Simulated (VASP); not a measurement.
# CuSi16 (a cell with a defect) in VASP: single point with PBE

Aim: the single point of CuSi16 (a cell with a defect) with PBE.

Program: VASP 6.6.1. These are calculated values, not measurements. Logs are shortened: lines on timing, memory, paths and dates and some standing lists are left out, and cuts for length are marked.

### 1 The cell of the first run

The cell holds a defect, 17 atoms: a = 7.679 Å, b = 7.679 Å, c = 7.679 Å, α = 60.00°, β = 60.00°, γ = 60.00°.

### 2 Single point, PBE

INCAR reads:

```
PREC = Accurate
ENCUT = 520
EDIFF = 1E-7
ISMEAR = -1
SIGMA = 0.02
LREAL = Auto
LASPH = T
NELM = 100
ALGO = Normal
ISIF = 2
LWAVE = F
LCHARG = F
GGA = PE
NELECT = 74.0
NBANDS = 52
```

KPOINTS reads:

```
Automatic mesh
0
Gamma
  2 2 2
```

POSCAR reads:

```
CuSi16
1.0
    0.0000000000      5.4300000000      5.4300000000
    5.4300000000      0.0000000000      5.4300000000
    5.4300000000      5.4300000000      0.0000000000
Si Cu
16 1
Direct
    0.0028752302      0.0014617864     -0.0021604972
    0.1178803867      0.1325387661      0.1238465009
   -0.0263703499      0.0068876611      0.5074764273
    0.1123545120      0.1246552486      0.6253712707
    0.0106524862      0.5039086556      0.0043753223
    0.1315626151      0.6289103131      0.1295219153
    0.0028479742      0.4971711786      0.5019886740
    0.1180140884      0.6228474217      0.6331671271
    0.5073127072      0.0022162063     -0.0164799263
    0.6286766114      0.1261132597      0.1122018416
    0.4893120626     -0.0147949355      0.4859868324
    0.6024069061      0.1141282689      0.6156883057
    0.5054723757      0.4987732965     -0.0006200737
    0.6366554328      0.6192040516      0.1203038674
    0.5076251381      0.4820925414      0.5030461326
    0.6286856354      0.6112629834      0.6268082873
    0.3401139042      0.8472290055      0.3486177716
```

Potentials or basis: VASP PAW PBE potentials, release 64 (Si, Cu).

Command:

```sh
> cat potpaw_PBE.64/Si/POTCAR potpaw_PBE.64/Cu/POTCAR > POTCAR
> mpirun -np 1 vasp_std > vasp.out
```

OUTCAR:

```text
PREC = Accurate
   ENCUT = 520
   EDIFF = 1E-7
   ISMEAR = -1
   LREAL = Auto
   LASPH = T
   NELM = 100
   ISIF = 2
   GGA = PE
   NELECT = 74.0

 ion  position               nearest neighbor table
   1  0.003  0.001  0.998-   2 2.33   6 2.34   4 2.34  10 2.35
   2  0.118  0.133  0.124-   5 2.33   1 2.33   3 2.41   9 2.44  17 2.47
   3  0.974  0.007  0.507-  12 2.34   4 2.35  17 2.35   2 2.41   8 2.41
   4  0.112  0.125  0.625-   1 2.34   7 2.34   3 2.35  11 2.37
   5  0.011  0.504  0.004-   6 2.33   8 2.33   2 2.33  14 2.35
   6  0.132  0.629  0.130-   5 2.33   7 2.34   1 2.34  13 2.35
   7  0.003  0.497  0.502-   8 2.33   6 2.34   4 2.34  16 2.35
   8  0.118  0.623  0.633-   5 2.33   7 2.33   3 2.41  15 2.44  17 2.47
   9  0.507  0.002  0.984-  12 2.32  10 2.34  17 2.35  14 2.40   2 2.44
  10  0.629  0.126  0.112-  13 2.34   9 2.34   1 2.35  11 2.35
  11  0.489  0.985  0.486-  12 2.33  10 2.35  16 2.35   4 2.37  17 2.66
  12  0.602  0.114  0.616-   9 2.32  15 2.32  11 2.33   3 2.34
  13  0.505  0.499  0.999-  14 2.34  16 2.34  10 2.34   6 2.35
  14  0.637  0.619  0.120-  13 2.34   5 2.35  15 2.40   9 2.40  17 2.53
  15  0.508  0.482  0.503-  12 2.32  16 2.35  17 2.35  14 2.40   8 2.44
  16  0.629  0.611  0.627-  13 2.34  15 2.35   7 2.35  11 2.35
  17  0.340  0.847  0.349-  15 2.35   9 2.35   3 2.35   8 2.47   2 2.47  14 2.53  11 2.66

  LATTYP: Found a face centered cubic cell.
 ALAT       =    10.8600000000

  Lattice vectors:

 A1 = (   0.0000000000,   5.4300000000,   5.4300000000)
 A2 = (   5.4300000000,   0.0000000000,   5.4300000000)
 A3 = (   5.4300000000,   5.4300000000,   0.0000000000)

Analysis of symmetry for initial positions (statically):
=====================================================================
 Subroutine PRICEL returns:
 Original cell was already a primitive cell.

 Routine SETGRP: Setting up the symmetry group for a
 face centered cubic supercell.

 Subroutine GETGRP returns: Found  1 space group operations
 (whereof  1 operations were pure point group operations)
 out of a pool of 48 trial point group operations.

The static configuration has the point symmetry C_1 .

Analysis of symmetry for dynamics (positions and initial velocities):
=====================================================================
 Subroutine PRICEL returns:
 Original cell was already a primitive cell.

 Routine SETGRP: Setting up the symmetry group for a
 face centered cubic supercell.

 Subroutine GETGRP returns: Found  1 space group operations
 (whereof  1 operations were pure point group operations)
 out of a pool of 48 trial point group operations.

The dynamic configuration has the point symmetry C_1 .

 Subroutine INISYM returns: Found  1 space group operations
 (whereof  1 operations are pure point group operations),
 and found     1 'primitive' translations

----------------------------------------------------------------------------------------

                                     Primitive cell

  volume of cell :     320.2060

  direct lattice vectors                    reciprocal lattice vectors
     0.000000000  5.430000000  5.430000000    -0.092081031  0.092081031  0.092081031
     5.430000000  0.000000000  5.430000000     0.092081031 -0.092081031  0.092081031
     5.430000000  5.430000000  0.000000000     0.092081031  0.092081031 -0.092081031

  length of vectors
     7.679179644  7.679179644  7.679179644     0.159489025  0.159489025  0.159489025

  position of ions in fractional coordinates (direct lattice)
     0.002875230  0.001461786  0.997839503
     0.117880387  0.132538766  0.123846501
     0.973629650  0.006887661  0.507476427
     0.112354512  0.124655249  0.625371271
     0.010652486  0.503908656  0.004375322
     0.131562615  0.628910313  0.129521915
[... 9 lines left out ...]
     0.628685635  0.611262983  0.626808287
     0.340113904  0.847229005  0.348617772

  ion indices of the primitive-cell ions
   primitive index   ion index
                 1           1
                 2           2
                 3           3
                 4           4
                 5           5
                 6           6
[... 9 lines left out ...]
                16          16
                17          17

----------------------------------------------------------------------------------------

 KPOINTS: Automatic mesh

Automatic generation of k-mesh.
 Grid dimensions read from file:
 generate k-points for:    2    2    2

 Generating k-lattice:

  Cartesian coordinates                     Fractional coordinates (reciprocal lattice)
    -0.046040516  0.046040516  0.046040516     0.500000000  0.000000000  0.000000000
     0.046040516 -0.046040516  0.046040516     0.000000000  0.500000000  0.000000000
     0.046040516  0.046040516 -0.046040516     0.000000000  0.000000000  0.500000000

  Length of vectors
     0.079744512  0.079744512  0.079744512

  Shift w.r.t. Gamma in fractional coordinates (k-lattice)
     0.000000000  0.000000000  0.000000000

 Subroutine IBZKPT returns following result:
 ===========================================

 Found      8 irreducible k-points:

 Following reciprocal coordinates:
            Coordinates               Weight
  0.000000  0.000000  0.000000      1.000000
  0.500000  0.000000  0.000000      1.000000
  0.000000  0.500000  0.000000      1.000000
  0.000000  0.000000  0.500000      1.000000
  0.500000  0.500000  0.500000      1.000000
  0.500000  0.500000  0.000000      1.000000
  0.000000  0.500000  0.500000      1.000000
  0.500000  0.000000  0.500000      1.000000
   k-points           NKPTS =      8   k-points in BZ     NKDIM =      8   number of bands    NBANDS=     52
   number of dos      NEDOS =    301   number of ions     NIONS =     17
   total plane-waves  NPLWV = 216000
   dimension x,y,z NGX =    60 NGY =   60 NGZ =   60
   dimension x,y,z NGXF=   120 NGYF=  120 NGZF=  120
   ions per type =              16   1
   NGX,Y,Z   is equivalent  to a cutoff of  12.99, 12.99, 12.99 a.u.
   NGXF,Y,Z  is equivalent  to a cutoff of  25.98, 25.98, 25.98 a.u.
 SYSTEM =  unknown system
   PREC   = accura    normal or accurate (medium, high low for compatibility)
   ISTART =      0    job   : 0-new  1-cont  2-samecut
   ICHARG =      2    charge: 1-file 2-atom 10-const
   ISPIN  =      1    spin polarized calculation?
   LNONCOLLINEAR =      F non collinear calculations
   LSORBIT =      F    spin-orbit coupling
   LASPH  =      T    aspherical Exc in radial PAW
   ENCUT  =  520.0 eV  38.22 Ry    6.18 a.u.  14.28 14.28 14.28*2*pi/ulx,y,z
   NELM   =    100;   NELMIN=  2; NELMDL= -5     # of ELM steps
   EDIFF  = 0.1E-06   stopping-criterion for ELM
   LREAL  =      T    real-space projection
   EDIFFG = 0.1E-05   stopping-criterion for IOM
   NSW    =      0    number of steps for IOM
   IBRION =     -1    ionic relax: 0-MD 1-quasi-New 2-CG
   NFREE  =      0    steps in history (QN), initial steepest desc. (CG)
   ISIF   =      2    stress and relaxation
   ISYM   =      2    0-nonsym 1-usesym 2-fastsym
   POTIM  = 0.5000    time-step for ionic-motion
   TEBEG  =    0.0;   TEEND  =   0.0 temperature during run
   PSTRESS=    0.0 pullay stress
   NELECT =      74.0000    total number of electrons
   NUPDOWN=      -1.0000    fix difference up-down
   EMIN   =  10.00;   EMAX   =-10.00  energy-range for DOS
   EFERMI =   0.00;   METHOD = LEGACY
   ISMEAR =    -1;   SIGMA  =   0.02  broadening in eV -4-tet -1-fermi 0-gaus
   EFERMI_NEDOS =   21; number of points for ismear=-14 and -15
   IALGO  =     38    algorithm
   IMIX   =      4    mixing-type and parameters
     AMIX     =   0.40;   BMIX     =  1.00
     AMIX_MAG =   1.60;   BMIX_MAG =  1.00
  volume/ion in A,a.u.               =      18.84       127.11
  Fermi-wavevector in a.u.,A,eV,Ry     =   1.004636  1.898488 13.732283  1.009294
  Thomas-Fermi vector in A             =   2.137265
   LORBIT       =      0    0 simple, 1 ext, 2 COOP (PROOUT), +10 PAW based schemes
   GGA     = PE    functional components
   LHFCALC =     F    Hartree Fock is set to
   AEXX    =    0.0000 exact exchange contribution
   IVDW    =     0    specifies the selected vdW correction
   LEPSILON=     F    determine dielectric tensor
   LRPA    =     F    only Hartree local field effects (RPA)
 non-spin polarized calculation
  energy-cutoff  :      520.00
  volume of cell :      320.21
 maximum number of plane-waves:      8646
 NGX is ok and might be reduce to    60
   NGX = 29   NGY = 29   NGZ = 29

 number of electron      74.0000003 magnetization

 Free energy of the ion-electron system (eV)
  ---------------------------------------------------
  ext. energy  EPLUGINS =         0.00000000
  ---------------------------------------------------
  free energy    TOTEN  =       -94.22297920 eV

  energy without entropy =      -94.22158128  energy(sigma->0) =      -94.22228024

 E-fermi :   6.4011     XC(G=0):  -9.6098

 val. band max:        6.3324715039   @ k =   0.0000   0.0000   0.0000
 cond. band min:       6.4696940180   @ k =   0.0000   0.0000   0.0000
 fundamental gap:      0.1372225141
 Fermi energy:         6.4011061485

 k-point     1 :       0.0000    0.0000    0.0000
  band No.  band energies     occupation
      1      -5.8945      2.00000
      2      -3.5312      2.00000
      3      -3.5128      2.00000
      4      -3.4885      2.00000
      5      -3.4667      2.00000
      6      -2.0090      2.00000
[... 41 lines left out ...]
     48       8.4749      0.00000
     49       8.5688      0.00000

 k-point     2 :       0.5000    0.0000    0.0000
  band No.  band energies     occupation
      1      -5.1917      2.00000
      2      -4.9777      2.00000
      3      -3.3108      2.00000
      4      -3.2228      2.00000
      5      -3.1466      2.00000
      6      -3.0362      2.00000
[... 41 lines left out ...]
     48       9.8144      0.00000
     49       9.9102      0.00000

 k-point     3 :       0.0000    0.5000    0.0000
  band No.  band energies     occupation
      1      -5.1972      2.00000
      2      -4.9653      2.00000
      3      -3.3070      2.00000
      4      -3.2483      2.00000
      5      -3.1504      2.00000
      6      -3.0380      2.00000
[... 41 lines left out ...]
     48       9.8276      0.00000
     49       9.9592      0.00000

 k-point     4 :       0.0000    0.0000    0.5000
  band No.  band energies     occupation
      1      -5.1975      2.00000
      2      -4.9646      2.00000
      3      -3.3070      2.00000
      4      -3.2492      2.00000
      5      -3.1508      2.00000
      6      -3.0388      2.00000
[... 41 lines left out ...]
     48       9.8290      0.00000
     49       9.9610      0.00000

 k-point     5 :       0.5000    0.5000    0.5000
  band No.  band energies     occupation
      1      -5.2569      2.00000
      2      -4.8997      2.00000
      3      -3.2392      2.00000
      4      -3.2285      2.00000
      5      -3.2019      2.00000
      6      -3.0669      2.00000
[... 41 lines left out ...]
     48       9.8120      0.00000
     49       9.8421      0.00000

 k-point     6 :       0.5000    0.5000    0.0000
  band No.  band energies     occupation
      1      -4.9332      2.00000
      2      -4.7147      2.00000
      3      -3.8827      2.00000
      4      -3.7738      2.00000
      5      -3.7459      2.00000
      6      -3.7382      2.00000
[... 41 lines left out ...]
     48      10.4706      0.00000
     49      10.4865      0.00000

 k-point     7 :       0.0000    0.5000    0.5000
  band No.  band energies     occupation
      1      -4.9281      2.00000
      2      -4.7213      2.00000
      3      -3.8824      2.00000
      4      -3.7625      2.00000
      5      -3.7607      2.00000
      6      -3.7320      2.00000
[... 41 lines left out ...]
     48      10.4738      0.00000
     49      10.4906      0.00000

 k-point     8 :       0.5000    0.0000    0.5000
  band No.  band energies     occupation
      1      -4.9328      2.00000
      2      -4.7151      2.00000
      3      -3.8827      2.00000
      4      -3.7735      2.00000
      5      -3.7465      2.00000
      6      -3.7378      2.00000
[... 41 lines left out ...]
     48      10.4715      0.00000
     49      10.4866      0.00000
 [bands above 49 left out]

------------------------ aborting loop because EDIFF is reached ----------------------------------------

  FORCE on cell =-STRESS in cart. coord.  units (eV):
  Direction    XX          YY          ZZ          XY          YZ          ZX
  --------------------------------------------------------------------------------------
  -------------------------------------------------------------------------------------
  Total       -1.9347832     -1.3781411     -1.3334574      0.1144934     -0.7241985      0.0671519
  in kB       -9.6808483     -6.8956432     -6.6720648      0.5728772     -3.6235874      0.3360002
  external PRESSURE =      -7.7495188 kB  Pullay stress =       0.0000000 kB

 VOLUME and BASIS-vectors are now :
 -----------------------------------------------------------------------------
  energy-cutoff  :      520.00
  volume of cell :      320.21
      direct lattice vectors                 reciprocal lattice vectors
     0.000000000  5.430000000  5.430000000    -0.092081031  0.092081031  0.092081031
     5.430000000  0.000000000  5.430000000     0.092081031 -0.092081031  0.092081031
     5.430000000  5.430000000  0.000000000     0.092081031  0.092081031 -0.092081031

 POSITION                                       TOTAL-FORCE (eV/Angst)
 -----------------------------------------------------------------------------------
      5.42621      5.43388      0.02355         0.002807     -0.004775      0.001387
      1.39217      1.31258      1.35978        -0.001017     -0.003421      0.003591
      2.79300      8.04241      5.32421         0.006373     -0.003482     -0.011681
      4.07264      4.00585      1.28696        -0.004986     -0.000784      0.000806
      2.75998      0.08160      2.79407        -0.002771     -0.004291     -0.009604
      4.11829      1.41769      4.12937        -0.000079     -0.000886      0.001406
[... 9 lines left out ...]
      6.72273      6.81733      6.73292         0.002063     -0.004431      0.001685
      6.49345      3.73981      6.44727         0.006517      0.004690      0.007823
 -----------------------------------------------------------------------------------
    total drift:                                0.007112      0.005072      0.003626

  FREE ENERGIE OF THE ION-ELECTRON SYSTEM (eV)
  ---------------------------------------------------
  free  energy   TOTEN  =       -94.2229791987 eV

  energy  without entropy=      -94.2215812784  energy(sigma->0) =      -94.22228024
```

Wall time 8.2 min (1 thread of Intel Xeon Platinum 8259CL at 2.50GHz (Skylake/Cascade Lake), shared host); peak memory 0.5 GiB.

Results:

```
Free energy   : -94.2230 eV
Largest force : 0.014 eV/Å
```

Forces on the atoms (eV/Å):
```
Si   0.003 -0.005  0.001
Si  -0.001 -0.003  0.004
Si   0.006 -0.003 -0.012
Si  -0.005 -0.001  0.001
Si  -0.003 -0.004 -0.010
Si   0.000 -0.001  0.001
Si   0.001  0.003 -0.007
Si   0.000  0.001  0.004
Si  -0.006 -0.001  0.000
Si   0.000  0.000 -0.001
Si   0.004  0.006  0.004
Si   0.000  0.002  0.007
Si  -0.005  0.004  0.001
Si  -0.002  0.000  0.003
Si   0.000  0.002 -0.006
Si   0.002 -0.004  0.002
Cu   0.007  0.005  0.008
```

Levels at points of the mesh, in eV from the Fermi level:
| k point | band 35 | band 36 | band 37 | band 38 | band 39 | band 40 |
| --- | --- | --- | --- | --- | --- | --- |
| (0.00, 0.00, 0.00) | -0.63 | -0.19 | -0.07 | 0.07 | 0.40 | 0.59 |
| (0.50, 0.00, 0.00) | -0.88 | -0.88 | -0.80 | 0.50 | 1.15 | 1.24 |
| (0.00, 0.50, 0.00) | -0.90 | -0.85 | -0.75 | 0.55 | 1.12 | 1.25 |
| (0.00, 0.00, 0.50) | -0.90 | -0.85 | -0.74 | 0.55 | 1.12 | 1.25 |
| (0.50, 0.50, 0.50) | -0.89 | -0.65 | -0.52 | 0.52 | 1.00 | 1.34 |
| (0.50, 0.50, 0.00) | -1.46 | -1.43 | -1.08 | 0.66 | 0.99 | 1.94 |
| (0.00, 0.50, 0.50) | -1.50 | -1.42 | -1.12 | 0.67 | 0.99 | 1.95 |
| (0.50, 0.00, 0.50) | -1.46 | -1.43 | -1.08 | 0.66 | 0.99 | 1.94 |

Caveat: the k points lie up to 0.50 Å⁻¹ apart; the cell carries a net charge on a neutralising background, which shifts energy and pressure; the cell is charged against a uniform background, so pressure and absolute levels hang on convention.
